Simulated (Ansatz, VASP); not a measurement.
Pt: VASP beside Ansatz

```xyz
1
Lattice="0.0000 1.9345 2.0899 1.9345 0.0000 2.0899 1.9345 1.9345 0.0000" Properties=species:S:1:pos:R:3 pbc="T T T"
Pt    0.0000    0.0000    0.0000
```

Alike in both runs: task single point; functional PBE; k mesh 22 × 22 × 22; occupations gaussian, width 0.15 eV; no spin polarisation.

|  | VASP | Ansatz |
| --- | --- | --- |
| version | VASP 6.6.1 | Ansatz 0.2.0 |
| potentials or method | VASP PAW PBE potentials, release 64 (Pt), cutoff 520 eV | scalar-relativistic, plane waves, PAW |
| valence electrons in the cell | 10 | 18 |

```csv
,VASP,Ansatz,Ansatz less VASP
gap on the k mesh at the Fermi level (eV),none,none,-
pressure (GPa),0.3,0.8,+0.46
"traceless stress, the component that is largest in VASP (GPa)",-5.75,-5.81,-0.058
```

A gap of «none» marks a metal or a gap that the smearing closes. VASP's potentials hold 10 valence electrons a cell and Ansatz's 18, so a difference there can come from the potentials and not from the codes.

Spin-orbit coupling is off throughout.
